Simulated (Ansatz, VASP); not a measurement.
**Rh in VASP and in Ansatz**

INCAR

```
  ALGO = Normal
  EDIFF = 1E-7
  ENCUT = 520
  GGA = PE
  ISIF = 2
  ISMEAR = -1
  LASPH = True
  LCHARG = False
  LREAL = False
  LWAVE = False
  NBANDS = 14
  NELM = 60
  PREC = Accurate
  SIGMA = 0.1
```

The input KPOINTS:

```
k-points
0
Gamma
  14 14 14
```

File POSCAR:

```
Rh
1.0
    2.5373058005      0.0000000000      0.0000000000
    0.0000000000      2.5373058005      0.0000000000
    0.0000000000      0.0000000000      2.5373058005
Rh
1
Direct
    0.0000000000      0.0000000000      0.0000000000
```

Input for Ansatz:

```yaml
crystal:
  lattice:
    - [2.5373058005, 0.0, 0.0]
    - [0.0, 2.5373058005, 0.0]
    - [0.0, 0.0, 2.5373058005]
  atoms:
    - { symbol: Rh, position: [0.0, 0.0, 0.0] }
hamiltonian:
  xc: pbe
  pseudopotentials:
    kind: paw
    azcp:
      Rh: "pseudopotentials/Rh.paw.azcp"
basis:
  ecutwfc: 420
  fft_grid_basis: typed
kpoints:
  mp_grid: { grid: [14, 14, 14], shift: [0, 0, 0] }
magnetization:
  spin_polarized: false
scf:
  occupations: { method: fermi_dirac, width: 0.1 }
  lower_state_search: "off"
output:
  stress: true
```

Alike in both runs: task single point; functional PBE; k mesh 14 × 14 × 14; occupations fermi-dirac, width 0.1 eV; no spin polarisation.

```csv
,VASP,Ansatz
version,VASP 6.6.1,Ansatz 0.2.0
potentials or method,"VASP PAW PBE potentials, release 64 (Rh_pv), cutoff 520 eV","plane waves (420 eV) with PAW, scalar-relativistic"
valence electrons in the cell,15,17
```

```tsv
	VASP	Ansatz	Ansatz less VASP
pressure (GPa)	-0.1	-0.1	-0.04
```

VASP's potentials hold 15 valence electrons a cell and Ansatz's 17, so a difference there can come from the potentials and not from the codes.
